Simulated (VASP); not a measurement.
# TaN (WC type) (P-6m2) in VASP: further runs, part 2 of 2

VASP 6.6.1. Earlier steps stand in the parts before.

**3. Single point, PBE**

This run uses another cell than the first one, of 6.75 Å³/atom, 1.004 times its volume.

INCAR

```
PREC     = Accurate       # precision mode
ENCUT    = 520            # plane-wave cutoff, eV
EDIFF    = 1E-6           # SCF threshold, eV
ISMEAR   = -1             # smearing method
SIGMA    = 0.1            # smearing width, eV
LREAL    = F              # projectors in reciprocal space
LASPH    = T              # aspherical terms in the spheres
NELM     = 60             # most SCF steps
ALGO     = Normal         # electronic algorithm
ISIF     = 2              # what is computed and relaxed
LWAVE    = F              # write WAVECAR
LCHARG   = F              # write CHGCAR
GGA      = PE             # functional
NBANDS   = 15             # bands
```

KPOINTS

```
Automatic mesh
0
Gamma
  18 18 16
```

POSCAR

```
TaN
1.0
    2.4836780046      0.0000000000      0.0000000000
   -1.2418390023      2.1509282467      0.0000000000
    0.0000000000      0.0000000000      2.5270507618
Ta N
1 1
Direct
    0.0000000000      0.0000000000      0.0000000000
    0.3333333333      0.6666666667      0.5000000000
```

Potentials or basis: VASP PAW PBE potentials, release 64 (Ta_pv, N).

Launch:

```
$ cat potpaw_PBE.64/Ta_pv/POTCAR potpaw_PBE.64/N/POTCAR > POTCAR
$ mpirun -np 1 vasp_std > vasp.out
```

OUTCAR:

```text
PREC = Accurate
   ENCUT = 520
   EDIFF = 1E-6
   ISMEAR = -1
   LREAL = F
   LASPH = T
   NELM = 60
   ISIF = 2
   GGA = PE

 ion  position               nearest neighbor table
   1  0.000  0.000  0.000-   2 1.91   2 1.91   2 1.91   2 1.91   2 1.91   2 1.91
   2  0.333  0.667  0.500-   1 1.91   1 1.91   1 1.91   1 1.91   1 1.91   1 1.91

  LATTYP: Found a hexagonal cell.
 ALAT       =     2.4836780046
 C/A-ratio  =     1.0174631160

  Lattice vectors:

 A1 = (   2.4836780046,   0.0000000000,   0.0000000000)
 A2 = (  -1.2418390023,   2.1509282467,   0.0000000000)
 A3 = (   0.0000000000,   0.0000000000,   2.5270507618)

Analysis of symmetry for initial positions (statically):
=====================================================================
 Subroutine PRICEL returns:
 Original cell was already a primitive cell.

 Routine SETGRP: Setting up the symmetry group for a
 hexagonal supercell.

 Subroutine GETGRP returns: Found 12 space group operations
 (whereof 12 operations were pure point group operations)
 out of a pool of 24 trial point group operations.

The static configuration has the point symmetry D_3h.

[... 172 lines left out ...]
      5       6.7895      2.00000
      6       7.2607      2.00000
      7       7.2607      2.00000
      8      10.8358      2.00000
      9      19.8597      0.00000
     10      19.8597      0.00000
     11      20.0732      0.00000
     12      21.1406      0.00000
     13      21.1406      0.00000
     14      28.9637      0.00000
[... 401 lines left out ...]
      2     -20.3257      2.00000
      3     -19.2485      2.00000
      4      -2.7377      2.00000
      5       3.3956      2.00000
      6       5.5584      2.00000
      7       8.1132      2.00000
      8      10.6554      2.00000
      9      17.1205      0.00000
     10      19.6218      0.00000
     11      22.7845      0.00000
     12      24.0117      0.00000
     13      28.9261      0.00000
     14      29.4368      0.00000
     15      33.0542      0.00000

 [... further k-points ...]

------------------------ aborting loop because EDIFF is reached ----------------------------------------

  FORCE on cell =-STRESS in cart. coord.  units (eV):
  Direction    XX          YY          ZZ          XY          YZ          ZX
  --------------------------------------------------------------------------------------
  -------------------------------------------------------------------------------------
  Total       37.9424810     37.9424810     38.0532735      0.0000000     -0.0000000      0.0000000
  in kB     4502.9915033   4502.9915029   4516.1402983      0.0000000     -0.0000000      0.0000000
  external PRESSURE =    4507.3744349 kB  Pullay stress =       0.0000000 kB

 VOLUME and BASIS-vectors are now :
 -----------------------------------------------------------------------------
  energy-cutoff  :      520.00
  volume of cell :       13.50
      direct lattice vectors                 reciprocal lattice vectors
     2.483678005  0.000000000  0.000000000     0.402628681  0.232457778  0.000000000
    -1.241839002  2.150928247  0.000000000     0.000000000  0.464915555  0.000000000
     0.000000000  0.000000000  2.527050762     0.000000000  0.000000000  0.395718208

 POSITION                                       TOTAL-FORCE (eV/Angst)
 -----------------------------------------------------------------------------------
      0.00000      0.00000      0.00000         0.000000      0.000000      0.000000
     -0.00000      1.43395      1.26353        -0.000000      0.000000      0.000000
 -----------------------------------------------------------------------------------
    total drift:                               -0.000000      0.000000     -0.000000

  FREE ENERGIE OF THE ION-ELECTRON SYSTEM (eV)
  ---------------------------------------------------
  free  energy   TOTEN  =       -14.6552396781 eV

  energy  without entropy=      -14.6480602792  energy(sigma->0) =      -14.65164998
```

OSZICAR:

```text
N       E                     dE             d eps       ncg     rms          rms(c)
DAV:   1     0.102829957062E+03    0.10283E+03   -0.86175E+03 10021   0.119E+03
DAV:   2    -0.151873235612E+02   -0.11802E+03   -0.11230E+03 12272   0.333E+02
DAV:   3    -0.175393689522E+02   -0.23520E+01   -0.23453E+01 10697   0.458E+01
DAV:   4    -0.175443303408E+02   -0.49614E-02   -0.49612E-02 12055   0.232E+00
DAV:   5    -0.175443413278E+02   -0.10987E-04   -0.10986E-04 10627   0.104E-01    0.600E+01
DAV:   6    -0.147957159199E+02    0.27486E+01   -0.34712E+00 11481   0.256E+01    0.280E+01
DAV:   7    -0.146844153706E+02    0.11130E+00   -0.42027E-01 10088   0.598E+00    0.136E+01
DAV:   8    -0.146590436850E+02    0.25372E-01   -0.16074E-02 11803   0.152E+00    0.243E+00
DAV:   9    -0.146553079463E+02    0.37357E-02   -0.34705E-03 11656   0.861E-01    0.560E-01
DAV:  10    -0.146552425270E+02    0.65419E-04   -0.24942E-04 10991   0.165E-01    0.330E-02
DAV:  11    -0.146552410605E+02    0.14665E-05   -0.10612E-05 10508   0.346E-02    0.209E-02
DAV:  12    -0.146552398770E+02    0.11835E-05   -0.42058E-07  5513   0.704E-03    0.989E-03
DAV:  13    -0.146552396781E+02    0.19891E-06   -0.42993E-08  4995   0.204E-03
   1 F= -.14655240E+02 E0= -.14651650E+02  d E =-.717940E-02
```

It took 20 s on 1 thread of Intel Xeon 6975P-C (Granite Rapids), shared host; peak memory 0.18 GiB.

Results:

```yaml
Free_energy: -14.6552 eV
Pressure: 450.7 GPa
Band_gap_on_the_k_mesh: zero (band 8 reaches 15.69 eV, above the bottom of band 9 at 13.40 eV)
```

Levels at points of the mesh, in eV from the Fermi level:
```
           k point  band 6  band 7  band 8  band 9  band 10  band 11
(0.00, 0.00, 0.00)   -7.46   -7.46   -3.89    5.14     5.14     5.35
(0.50, 0.00, 0.00)   -9.31   -6.82   -4.28    4.11     7.10     7.20
(0.00, 0.00, 0.50)   -6.07   -6.07   -1.32   -1.32     2.37     4.30
(0.50, 0.00, 0.50)   -9.40   -8.30    0.97    7.38     9.57    10.10
```

Caveat: spin-orbit coupling is left out, which moves the levels of the heavy elements.

**4. Single point, PBE**

This run uses another cell than the first one, of 6.75 Å³/atom, 1.004 times its volume.

INCAR

```
PREC     = Accurate       # precision mode
ENCUT    = 600            # plane-wave cutoff, eV
EDIFF    = 1E-6           # SCF threshold, eV
ISMEAR   = -1             # smearing method
SIGMA    = 0.1            # smearing width, eV
LREAL    = F              # projectors in reciprocal space
LASPH    = T              # aspherical terms in the spheres
NELM     = 120            # most SCF steps
ALGO     = Normal         # electronic algorithm
ISIF     = 2              # what is computed and relaxed
LWAVE    = F              # write WAVECAR
LCHARG   = F              # write CHGCAR
GGA      = PE             # functional
NBANDS   = 16             # bands
GGA_COMPAT= F
```

KPOINTS is that of step 3.

POSCAR is that of step 3.

Potentials or basis: VASP PAW PBE potentials, release 64 (Ta_sv_GW, N).

Launch:

```
$ cat potpaw_PBE.64/Ta_sv_GW/POTCAR potpaw_PBE.64/N/POTCAR > POTCAR
$ mpirun -np 1 vasp_std > vasp.out
```

It took 58 s on 1 thread of Intel Xeon Platinum 8488C (Sapphire Rapids), shared host; peak memory 0.21 GiB.

It converged, with:

```yaml
Free_energy: -17.2499 eV
Pressure: 446.8 GPa
Band_gap_on_the_k_mesh: zero (band 9 reaches 22.34 eV, above the bottom of band 10 at 20.01 eV)
```

Stress tensor (GPa, compression positive):
```
446.12   0.00   0.00
  0.00 446.12   0.00
  0.00   0.00 448.20
```

Levels at points of the mesh, in eV from the Fermi level:
| k point | band 5 | band 6 | band 7 | band 8 | band 9 | band 10 | band 11 | band 12 | band 13 | band 14 |
| --- | --- | --- | --- | --- | --- | --- | --- | --- | --- | --- |
| (0.00, 0.00, 0.00) | -22.01 | -7.91 | -7.48 | -7.48 | -3.90 | 5.07 | 5.07 | 5.21 | 6.41 | 6.41 |
| (0.50, 0.00, 0.00) | -17.79 | -11.37 | -9.31 | -6.80 | -4.27 | 4.09 | 7.00 | 7.12 | 9.24 | 12.10 |
| (0.00, 0.00, 0.50) | -15.44 | -12.73 | -6.06 | -6.06 | -1.34 | -1.34 | 2.31 | 4.25 | 4.25 | 11.92 |
| (0.50, 0.00, 0.50) | -20.33 | -11.15 | -9.41 | -8.27 | 0.99 | 7.31 | 9.55 | 10.07 | 11.91 | 16.72 |

Caveat: spin-orbit coupling is left out, which moves the levels of the heavy elements.

**5. Overview**

| potentials or basis | cell | cutoff (eV) | second run | gap on the mesh (eV) | pressure (GPa) |
| --- | --- | --- | --- | --- | --- |
| VASP PAW PBE potentials, release 64 (Ta_pv, N) | a = 2.480, b = 2.480, c = 2.524 Å, angles 90.0, 90.0, 120.0°, 2 atoms | 520 | - | none | 457.9 |
| VASP PAW PBE potentials, release 64 (Ta_pv, N) | a = 2.484, b = 2.484, c = 2.527 Å, angles 90.0, 90.0, 120.0°, 2 atoms | 520 | - | none | 450.7 |
| VASP PAW PBE potentials, release 64 (Ta_sv_GW, N) | a = 2.484, b = 2.484, c = 2.527 Å, angles 90.0, 90.0, 120.0°, 2 atoms | 600 | valence_matched | none | 446.8 |

Alike in all rows: task single point; level PBE; no spin polarisation; k mesh 18 × 18 × 16; smearing fermi-dirac 0.1 eV.

Caveats: spin-orbit coupling is left out, which moves the levels of the heavy elements.

Total energies depend on the potentials used, so only differences within one code and one set of settings carry meaning.
